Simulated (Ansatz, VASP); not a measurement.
**One calculation of CuI, two programs**

```
I Cu
1.0
     0.00000    3.03150    3.03150
     3.03150    0.00000    3.03150
     3.03150    3.03150    0.00000
I Cu
1 1
Direct
  0.00000 0.00000 0.00000
  0.75000 0.75000 0.75000
```

Alike in both runs: task single point; functional PBE-based screened hybrid with a share of 0.35 of exact exchange and HFSCREEN = 0.2078699; k mesh 4 × 4 × 4; occupations fermi-dirac, width 0.05 eV; no spin polarisation.

|  | VASP | Ansatz |
| --- | --- | --- |
| version | VASP 6.6.1 | Ansatz 0.2.0 |
| potentials or method | VASP PAW PBE potentials, release 64 (I, Cu) | Ansatz PAW |
| plane-wave cutoff (eV) | 520 | 420 |
| valence electrons in the cell | 18 | 36 |

|  | VASP | Ansatz | Ansatz less VASP |
| --- | --- | --- | --- |
| gap on the k mesh at the Fermi level (eV) | 3.18 | 3.26 | +0.078 |
| least direct gap on the mesh (eV) | 3.18 | 3.26 | +0.078 |
| pressure (GPa) | 0.7 | 1.0 | +0.29 |

VASP's potentials were made for PBE, not for PBE-based screened hybrid. VASP's potentials hold 18 valence electrons a cell and Ansatz's 36, so a difference there can come from the potentials and not from the codes.

The k mesh is coarse, so the values compare programs but aren't converged. Neither program's run includes spin-orbit coupling.
